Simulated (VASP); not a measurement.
Zr2B3:

```
Zr B
1.0
     4.05021    0.00000    0.00000
    -2.02510    3.50758    0.00000
     0.00000    0.00000    4.42540
Zr B
2 3
Direct
  0.33333 0.66667 0.50000
  0.66667 0.33333 0.50000
  0.50996 0.00000 0.00000
  0.00000 0.50996 0.00000
  0.49004 0.49004 0.00000
```

The cell was generated, and may not be a known phase.

- Program: VASP 6.6.1
- Task: relaxation of cell and atoms
- Functional: PBE
- Potentials or basis: VASP PAW PBE potentials, release 64 (Zr_sv, B)
- Cutoff: 600 eV
- k mesh: 6 × 6 × 4
- Occupations: gaussian, width 0.1 eV
- Spin: no spin polarisation

At the start: pressure 17.8 GPa; volume 12.57 Å³/atom.

Question: How do energy, volume and symmetry change on relaxing?

Answer: Over 22 steps the energy falls by 534.0 meV/atom and the volume is 19.30 Å³/atom (+53.5 %); space group P6/mmm (No. 191, to 0.1 Å) before and after.

Step by step:
```tsv
step	energy change (eV)	largest force (eV/Å)	pressure (GPa)	volume (Å³)
1	0.0000	0.2056	17.79	62.87
2	-0.5295	0.1480	-5.30	76.41
3	-0.5534	0.1571	-2.09	73.56
4	-0.9133	0.0833	1.82	75.68
5	-1.3944	0.0111	10.55	78.26
6	-1.2424	0.0252	27.95	80.05
7	-1.7908	0.0044	21.12	80.01
8	-1.8783	0.0041	20.09	81.08
9	-2.0579	0.0001	17.27	84.23
10	-2.1521	0.0082	12.69	90.37
11	-2.1069	0.0123	10.93	93.32
12	-2.1364	0.0100	11.63	92.09
13	-2.2582	0.0177	10.03	92.81
14	-2.5165	0.0364	5.49	94.91
15	-2.6495	0.0504	-2.44	98.91
16	-2.6616	0.0493	-0.63	97.91
17	-2.6622	0.0496	-0.94	98.07
18	-2.6642	0.0483	-0.88	97.87
19	-2.6680	0.0445	-0.68	97.27
20	-2.6665	0.0373	-0.25	96.07
21	-2.6689	0.0417	-0.54	96.82
22	-2.6699	0.0397	-0.11	96.48
```

Final structure:
```cif
data_structure
_symmetry_space_group_name_H-M 'P 1'
_symmetry_Int_Tables_number 1
_cell_length_a 5.5622
_cell_length_b 5.5622
_cell_length_c 3.6011
_cell_angle_alpha 90.000
_cell_angle_beta 90.000
_cell_angle_gamma 120.000
_cell_volume 96.48
loop_
_atom_site_label
_atom_site_type_symbol
_atom_site_fract_x
_atom_site_fract_y
_atom_site_fract_z
_atom_site_occupancy
Zr1 Zr 0.33333 0.66667 0.50000 1
Zr2 Zr 0.66667 0.33333 0.50000 1
B1 B 0.49514 0.00000 0.00000 1
B2 B 0.00000 0.49514 0.00000 1
B3 B 0.50486 0.50486 0.00000 1
```

Caveat: the volume moved by over 15 % at a fixed basis, so the end points are rough.
